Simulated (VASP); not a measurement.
# Mo (Cmmm) in VASP: single point with r2SCAN

Aim: the single point of Mo with r2SCAN.

All numbers are computed with VASP 6.6.1; they aren't measurements. Logs are shortened: lines on timing, memory, paths and dates and some standing lists are left out, and cuts for length are marked.

### 1 The cell of the first run

Symmetry: Cmmm, No. 65, orthorhombic system. Conventional cell: a = 2.667 Å, b = 4.856 Å, c = 2.555 Å, α = 90.00°, β = 90.00°, γ = 90.00°. Within 3.4 Å of Mo (site symmetry mmm) lie 8 Mo at 2.56 to 2.77 Å.

### 2 Single point, r2SCAN (strain -0.0250 x Voigt [1, -1, 0, 0, 0, 0])

The input, POSCAR:

```
Mo
1.0
    2.6671226373      0.0000000000      0.0000000000
   -1.3335613186      2.4282470337      0.0000000000
    0.0000000000      0.0000000000      2.5551807000
Mo
1
Direct
    0.0000000000      0.0000000000      0.5000000000
```

The input, INCAR.step1:

```
PREC = Accurate
ENCUT = 520
ISMEAR = 0
SIGMA = 0.15
LREAL = False
LASPH = True
NELM = 100
NBANDS = 13
GGA = PE
ALGO = Normal
EDIFF = 1E-4
LWAVE = True
LCHARG = False
```

The input, INCAR.step2:

```
PREC = Accurate
ENCUT = 520
EDIFF = 1E-6
ISMEAR = 0
SIGMA = 0.15
LREAL = False
LASPH = True
NELM = 100
ALGO = Normal
ISIF = 2
LWAVE = False
LCHARG = True
METAGGA = R2SCAN
LMIXTAU = True
LELF = True
LVHAR = True
NBANDS = 13
ISTART = 1
```

The input, KPOINTS:

```
regular mesh
0
Gamma
  18 18 18
```

Potentials or basis: VASP PAW PBE potentials, release 64 (Mo_sv).

On the command line:

```bash
$ cat potpaw_PBE.64/Mo_sv/POTCAR > POTCAR
$ cp INCAR.step1 INCAR
$ mpirun -np 1 vasp_std > vasp.out
$ cp INCAR.step2 INCAR
$ mpirun -np 1 vasp_std > vasp.out
```

OUTCAR:

```text
PREC = Accurate
   ENCUT = 520
   EDIFF = 1E-6
   ISMEAR = 0
   LREAL = False
   LASPH = True
   NELM = 100
   ISIF = 2
   METAGGA = R2SCAN
   ISTART = 1

 ion  position               nearest neighbor table
   1  0.000  0.000  0.500-

  LATTYP: Found a base centered orthorhombic cell.
 ALAT       =     2.6671226373
 B/A-ratio  =     1.8208739259
 C/A-ratio  =     0.9580289501

  Lattice vectors:

 A1 = (   1.3335613186,  -2.4282470337,   0.0000000000)
 A2 = (   1.3335613187,   2.4282470337,   0.0000000000)
 A3 = (   0.0000000000,   0.0000000000,   2.5551807000)

Analysis of symmetry for initial positions (statically):
=====================================================================
 Subroutine PRICEL returns:
 Original cell was already a primitive cell.

 Routine SETGRP: Setting up the symmetry group for a
 base centered orthorhombic supercell.

 Subroutine GETGRP returns: Found  8 space group operations
 (whereof  8 operations were pure point group operations)
 out of a pool of  8 trial point group operations.

The static configuration has the point symmetry D_2h.

Analysis of symmetry for dynamics (positions and initial velocities):
=====================================================================
 Subroutine PRICEL returns:
 Original cell was already a primitive cell.

 Routine SETGRP: Setting up the symmetry group for a
 base centered orthorhombic supercell.

 Subroutine GETGRP returns: Found  8 space group operations
 (whereof  8 operations were pure point group operations)
 out of a pool of  8 trial point group operations.

The dynamic configuration has the point symmetry D_2h.

 Subroutine INISYM returns: Found  8 space group operations
 (whereof  8 operations are pure point group operations),
 and found     1 'primitive' translations

----------------------------------------------------------------------------------------

                                     Primitive cell

  volume of cell :      16.5485

  direct lattice vectors                    reciprocal lattice vectors
     2.667122637  0.000000000  0.000000000     0.374935890  0.205909857  0.000000000
    -1.333561319  2.428247034  0.000000000     0.000000000  0.411819714  0.000000000
     0.000000000  0.000000000  2.555180700     0.000000000  0.000000000  0.391361754

  length of vectors
     2.667122637  2.770337425  2.555180700     0.427756696  0.411819714  0.391361754

  position of ions in fractional coordinates (direct lattice)
[... 79 lines left out ...]
   EDIFFG = 0.1E-04   stopping-criterion for IOM
   NSW    =      0    number of steps for IOM
   IBRION =     -1    ionic relax: 0-MD 1-quasi-New 2-CG
   NFREE  =      0    steps in history (QN), initial steepest desc. (CG)
   ISIF   =      2    stress and relaxation
   ISYM   =      2    0-nonsym 1-usesym 2-fastsym
   POTIM  = 0.5000    time-step for ionic-motion
   TEBEG  =    0.0;   TEEND  =   0.0 temperature during run
   PSTRESS=    0.0 pullay stress
   NELECT =      14.0000    total number of electrons
   NUPDOWN=      -1.0000    fix difference up-down
   EMIN   =  10.00;   EMAX   =-10.00  energy-range for DOS
   EFERMI =   0.00;   METHOD = LEGACY
   ISMEAR =     0;   SIGMA  =   0.15  broadening in eV -4-tet -1-fermi 0-gaus
   EFERMI_NEDOS =   21; number of points for ismear=-14 and -15
   IALGO  =     38    algorithm
   IMIX   =      4    mixing-type and parameters
     AMIX     =   0.40;   BMIX     =  1.00
     AMIX_MAG =   1.60;   BMIX_MAG =  1.00
  volume/ion in A,a.u.               =      16.55       111.67
  Fermi-wavevector in a.u.,A,eV,Ry     =   1.548335  2.925929 32.617821  2.397342
  Thomas-Fermi vector in A             =   2.653300
   LORBIT       =      0    0 simple, 1 ext, 2 COOP (PROOUT), +10 PAW based schemes
   METAGGA = R2SCAN    functional components
   LHFCALC =     F    Hartree Fock is set to
   AEXX    =    0.0000 exact exchange contribution
   IVDW    =     0    specifies the selected vdW correction
   LEPSILON=     F    determine dielectric tensor
   LRPA    =     F    only Hartree local field effects (RPA)
 non-spin polarized calculation
 Gauss-broadening in eV      SIGMA  =   0.15
  energy-cutoff  :      520.00
  volume of cell :       16.55
 maximum number of plane-waves:       460
   NGX =  9   NGY = 11   NGZ =  9

 number of electron      14.0000000 magnetization

 Free energy of the ion-electron system (eV)
  ---------------------------------------------------
  ext. energy  EPLUGINS =         0.00000000
  ---------------------------------------------------
  free energy    TOTEN  =       -25.15621408 eV

  energy without entropy =      -25.14786932  energy(sigma->0) =      -25.15204170

 E-fermi :  11.6414     XC(G=0): -14.1445

 val. band max:       11.6410174726   @ k =   0.0000   0.1111   0.0000
 cond. band min:      11.6430551183   @ k =   0.0000   0.5000   0.5000
 fundamental gap:      0.0020376456
 Fermi energy:        11.6414142225

 k-point     1 :       0.0000    0.0000    0.0000
  band No.  band energies     occupation
      1     -51.4456      2.00000
      2     -24.0040      2.00000
      3     -23.8650      2.00000
      4     -23.8646      2.00000
      5       4.3858      2.00000
      6       6.8658      2.00000
      7      10.0284      2.00000
      8      11.2267      1.99991
      9      15.8356      0.00000
     10      16.0714      0.00000
     11      25.0994      0.00000
     12      28.3202      0.00000
     13      32.8938      0.00000
[... 354 lines left out ...]
  band No.  band energies     occupation
      1     -51.3030      2.00000
      2     -24.7504      2.00000
      3     -24.1689      2.00000
      4     -23.7713      2.00000
      5       6.4138      2.00000
      6       7.7290      2.00000
      7       9.6219      2.00000
      8      12.7645      0.00000
      9      14.0182      0.00000
     10      15.4878      0.00000
     11      26.5529      0.00000
     12      28.7722      0.00000
     13      30.8234      0.00000

 [... further k-points ...]
[... 5 lines left out ...]
  --------------------------------------------------------------------------------------
  -------------------------------------------------------------------------------------
  Total        0.3188809      0.5459563     -0.2742505      0.0000000      0.0000000      0.0000000
  in kB       30.8731967     52.8580327    -26.5522053      0.0000000      0.0000000      0.0000000
  external PRESSURE =      19.0596747 kB  Pullay stress =       0.0000000 kB

 VOLUME and BASIS-vectors are now :
 -----------------------------------------------------------------------------
  energy-cutoff  :      520.00
  volume of cell :       16.55
      direct lattice vectors                 reciprocal lattice vectors
     2.667122637  0.000000000  0.000000000     0.374935890  0.205909857  0.000000000
    -1.333561319  2.428247034  0.000000000     0.000000000  0.411819714  0.000000000
     0.000000000  0.000000000  2.555180700     0.000000000  0.000000000  0.391361754

 POSITION                                       TOTAL-FORCE (eV/Angst)
 -----------------------------------------------------------------------------------
      0.00000      0.00000      1.27759         0.000000      0.000000      0.000000
 -----------------------------------------------------------------------------------
    total drift:                               -0.000000      0.000000     -0.000000

  FREE ENERGIE OF THE ION-ELECTRON SYSTEM (eV)
  ---------------------------------------------------
  free  energy   TOTEN  =       -25.1562140786 eV

  energy  without entropy=      -25.1478693169  energy(sigma->0) =      -25.15204170
```

OUTCAR.step1:

```text
PREC = Accurate
   ENCUT = 520
   ISMEAR = 0
   LREAL = False
   LASPH = True
   NELM = 100
[... 600 lines left out ...]

 POSITION                                       TOTAL-FORCE (eV/Angst)
 -----------------------------------------------------------------------------------
      0.00000      0.00000      1.27759         0.000000      0.000000      0.000000
 -----------------------------------------------------------------------------------
    total drift:                                0.000000      0.000000     -0.000000

  FREE ENERGIE OF THE ION-ELECTRON SYSTEM (eV)
  ---------------------------------------------------
  free  energy   TOTEN  =       -10.0616183035 eV

  energy  without entropy=      -10.0525649200  energy(sigma->0) =      -10.05709161
```

OSZICAR.step1:

```text
N       E                     dE             d eps       ncg     rms          rms(c)
DAV:   1     0.112959247637E+03    0.11296E+03   -0.91587E+03 23829   0.112E+03
DAV:   2    -0.907831841939E+01   -0.12204E+03   -0.11794E+03 26595   0.332E+02
DAV:   3    -0.105206485930E+02   -0.14423E+01   -0.14385E+01 27735   0.370E+01
DAV:   4    -0.105249991965E+02   -0.43506E-02   -0.43504E-02 26750   0.229E+00
DAV:   5    -0.105250348267E+02   -0.35630E-04   -0.35630E-04 28152   0.175E-01    0.131E+01
DAV:   6    -0.101154957981E+02    0.40954E+00   -0.54258E-01 24035   0.872E+00    0.413E+00
DAV:   7    -0.100638412404E+02    0.51655E-01   -0.10567E-01 26560   0.367E+00    0.731E-01
DAV:   8    -0.100615751535E+02    0.22661E-02   -0.35031E-03 24950   0.741E-01    0.894E-02
DAV:   9    -0.100616183035E+02   -0.43150E-04   -0.38171E-05 19105   0.797E-02
   1 F= -.10061618E+02 E0= -.10057092E+02  d E =-.905338E-02
```

Wall time 8.6 min (1 thread of Intel Xeon Platinum 8259CL at 2.50GHz (Skylake/Cascade Lake), shared host); peak memory 0.28 GiB.

What came out:

- Free energy: -25.1562 eV
- Pressure: 1.9 GPa
- Band gap on the k mesh: zero (band 7 reaches 12.68 eV, above the bottom of band 8 at 10.73 eV)

Caveat: the cell differs from its parent crystal (strain -0.0250 x Voigt [1, -1, 0, 0, 0, 0]); the PAW data sets were made with another functional, which shifts forces and pressure a little.
